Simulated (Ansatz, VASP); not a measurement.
# Si4Ge in VASP and in Ansatz

Contents of INCAR:

```
PREC     = Accurate       # precision mode
ENCUT    = 520            # plane-wave cutoff, eV
EDIFF    = 1E-7           # SCF threshold, eV
ISMEAR   = 0              # smearing method
SIGMA    = 0.02           # smearing width, eV
LREAL    = F              # projectors in reciprocal space
LASPH    = T              # aspherical terms in the spheres
NELM     = 80             # most SCF steps
ALGO     = Normal         # electronic algorithm
ISIF     = 2              # what is computed and relaxed
LWAVE    = F              # write WAVECAR
LCHARG   = F              # write CHGCAR
GGA      = PE             # functional
NBANDS   = 41             # bands
```

KPOINTS

```
Automatic mesh
0
Gamma
  6 6 6
```

Contents of POSCAR:

```
Si4Ge
1.0
   -4.3638782353      4.3638782353      2.7601142906
    4.3638782353     -4.3638782353      2.7601142906
    4.3638782353      4.3638782353     -2.7601142906
Si Ge
8 2
Direct
    0.3930972474      0.1965664301      0.6002657873
    0.5428314601      0.6430972474      0.6965308173
    0.3569027526      0.0534335699      0.8997342127
    0.9465664301      0.8463006428      0.3034691827
    0.2071685399      0.6069027526      0.8034691827
    0.1536993572      0.4571685399      0.1002657873
    0.8034335699      0.4036993572      0.1965308173
    0.5963006428      0.7928314601      0.3997342127
    0.0000000000      0.0000000000      0.0000000000
    0.7500000000      0.2500000000      0.5000000000
```

Input for Ansatz:

```yaml
crystal:
  lattice:
    - [-4.3638782353, 4.3638782353, 2.7601142906]
    - [4.3638782353, -4.3638782353, 2.7601142906]
    - [4.3638782353, 4.3638782353, -2.7601142906]
  atoms:
    - { symbol: Si, position: [0.3930972474, 0.1965664301, 0.6002657873] }
    - { symbol: Si, position: [0.5428314601, 0.6430972474, 0.6965308173] }
    - { symbol: Si, position: [0.3569027526, 0.0534335699, 0.8997342127] }
    - { symbol: Si, position: [0.9465664301, 0.8463006428, 0.3034691827] }
    - { symbol: Si, position: [0.2071685399, 0.6069027526, 0.8034691827] }
    - { symbol: Si, position: [0.1536993572, 0.4571685399, 0.1002657873] }
    - { symbol: Si, position: [0.8034335699, 0.4036993572, 0.1965308173] }
    - { symbol: Si, position: [0.5963006428, 0.7928314601, 0.3997342127] }
    - { symbol: Ge, position: [0.0, 0.0, 0.0] }
    - { symbol: Ge, position: [0.75, 0.25, 0.5] }
basis:
  ecutwfc: 420
kpoints:
  mp_grid: { grid: [6, 6, 6] }
  band_path:
    path:
      - [[0.0, 0.0, 0.0], [-0.5, 0.5, 0.0], [-0.5, 0.5, 0.5], [0.0, 0.0, 0.0], [-0.35001126, -0.35001126, 0.35001126]]
      - [[-0.64998874, 0.35001126, 0.64998874], [-0.5, 0.5, 0.5]]
      - [[-0.5, 0.5, 0.0], [-0.75, 0.25, 0.25], [-0.5, 0.0, 0.5], [0.0, 0.0, 0.0]]
    npoints: 14
hamiltonian:
  xc: pbe
scf:
  occupations: { method: gaussian, width: 0.02 }
  n_extra_bands: 25
output:
  forces: true
  stress: true
  eigenvalues: true
  populations: true
  dos: { projected: true, de: 0.02, nscf_kmesh: { grid: [9, 9, 9] } }
  bader: true
  write_density: true
  write_potential: true
  elf: true
  volumetric_format: npy
```

Alike in both runs: task single point; functional PBE; k mesh 6 × 6 × 6; occupations gaussian, width 0.02 eV; no spin polarisation.

|  | VASP | Ansatz |
| --- | --- | --- |
| version | VASP 6.6.1 | Ansatz 0.2.0 |
| potentials or method | VASP PAW PBE potentials, release 64 (Si, Ge_d), cutoff 520 eV | scalar-relativistic, plane waves, PAW |
| valence electrons in the cell | 60 | 60 |

```csv
,VASP,Ansatz,Ansatz less VASP
gap on the k mesh at the Fermi level (eV),0.72,0.72,-0.002
least direct gap on the mesh (eV),1.30,1.30,-0.002
pressure (GPa),-0.1,0.0,+0.08
```

The functional is the same, so the differences come from potentials, cutoffs and numerics.
